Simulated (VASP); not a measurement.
Wanted: the native input for a VASP 6.6.1 run.

```
Task                   : single point
Functional             : LDA
Potentials or basis    : VASP PAW LDA potentials, release 64 (Ta_sv_GW)
Cutoff                 : 500 eV
k mesh                 : 11 × 11 × 5
Occupations            : gaussian, width 0.1 eV
Spin                   : no spin polarisation
Dipole correction      : no
Further INCAR settings : ALGO = Normal; EDIFF = 1e-06; NBANDS = 20
```

The structure of Ta lies in POSCAR:

```
Ta
1.0
    2.8262634934      0.0000000000      0.0000000000
   -1.4131317467      2.4476159831      0.0000000000
    0.0000000000      0.0000000000      5.0626484351
Ta
2
Direct
    0.6666666667      0.3333333333      0.7500000000
    0.3333333333      0.6666666667      0.2500000000
```

This isn't the form of Ta at room conditions, which is bcc.

The input as run:

INCAR

```
PREC = Accurate
ENCUT = 500
EDIFF = 1E-6
ISMEAR = 0
SIGMA = 0.1
LREAL = F
LASPH = T
NELM = 120
ALGO = Normal
ISIF = 2
LWAVE = F
LCHARG = F
GGA = CA
NBANDS = 20
GGA_COMPAT = F
```

KPOINTS

```
Automatic mesh
0
Gamma
  11 11 5
```

Potentials or basis: VASP PAW LDA potentials, release 64 (Ta_sv_GW).

Launch:

```console
$ cat potpaw_LDA.64/Ta_sv_GW/POTCAR > POTCAR
$ mpirun -np 1 vasp_std > vasp.out
```

Results of the run:

```json
{
 "Pressure": "1.5 GPa",
 "Band gap on the k mesh": "zero (bands 13 and 14 overlap by 1.82 eV)"
}
```

Caveat: spin-orbit coupling is left out, which moves the levels of the heavy elements.

Wall time 17 s on 1 thread of Intel(R) Xeon(R) 6975P-C (Granite Rapids), on a shared host, peak memory 0.16 GiB.
